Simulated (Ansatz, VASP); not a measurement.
# Al: VASP beside Ansatz

File INCAR:

```
SYSTEM = Al
PREC = Accurate
ENCUT = 520
EDIFF = 1E-6
ISMEAR = 0
SIGMA = 0.15
LREAL = .FALSE.
LASPH = .TRUE.
NELM = 60
ALGO = Fast
ISIF = 2
LWAVE = .FALSE.
LCHARG = .FALSE.
GGA = PS
NBANDS = 14
```

The input KPOINTS:

```
Automatic mesh
0
G
  12 12 4
  0 0 0
```

File POSCAR:

```
Al
1.0
    2.8194594708     -0.1018798804      0.0025087408
   -1.4979603000      2.6218658640      0.1585667386
    0.0082455963      0.6065544302     10.3567035854
Al
4
Direct
   -0.0736504727     -0.0327667877     -0.0026220650
    0.3407567718      0.6746271487      0.2501845285
    0.0368752766      0.0395416139      0.4955315423
    0.6960184242      0.3185980251      0.7569059943
```

Input for Ansatz:

```yaml
crystal:
  lattice:
    - [2.8194594708, -0.1018798804, 0.0025087408]
    - [-1.4979603, 2.621865864, 0.1585667386]
    - [0.0082455963, 0.6065544302, 10.3567035854]
  atoms:
    - { symbol: Al, position: [-0.0736504727, -0.0327667877, -0.002622065] }
    - { symbol: Al, position: [0.3407567718, 0.6746271487, 0.2501845285] }
    - { symbol: Al, position: [0.0368752766, 0.0395416139, 0.4955315423] }
    - { symbol: Al, position: [0.6960184242, 0.3185980251, 0.7569059943] }
basis:
  ecutwfc: 420
kpoints:
  mp_grid: { grid: [12, 12, 4] }
hamiltonian:
  xc: pbesol
scf:
  occupations: { method: gaussian, width: 0.15 }
output:
  forces: true
  stress: true
  eigenvalues: true
```

Change from the starting cell: all atoms moved at random, sigma 0.1 Å a component, cell strained at random, sigma 0.1.

Alike in both runs: task single point; functional PBEsol; k mesh 12 × 12 × 4; occupations gaussian, width 0.15 eV; no spin polarisation.

|  | VASP | Ansatz |
| --- | --- | --- |
| version | VASP 6.6.1 | Ansatz 0.2.0 |
| potentials or method | VASP PAW PBE potentials, release 64 (Al), cutoff 520 eV | scalar-relativistic, plane waves, PAW |
| valence electrons in the cell | 12 | 12 |

|  | VASP | Ansatz | Ansatz less VASP |
| --- | --- | --- | --- |
| gap on the k mesh at the Fermi level (eV) | none | none | - |
| pressure (GPa) | -6.6 | -6.6 | -0.04 |
| traceless stress, the component that is largest in VASP (GPa) | 1.82 | 1.81 | -0.013 |
| rms of the force components (eV/Å) | 0.123 | 0.122 | -0.0009 |

VASP's potentials were made for PBE, not for PBEsol. Atom by atom the forces differ by 0.001 eV/Å (rms over components). A gap of «none» marks a metal or a gap that the smearing closes. The functional is the same, so the differences come from potentials, cutoffs and numerics.
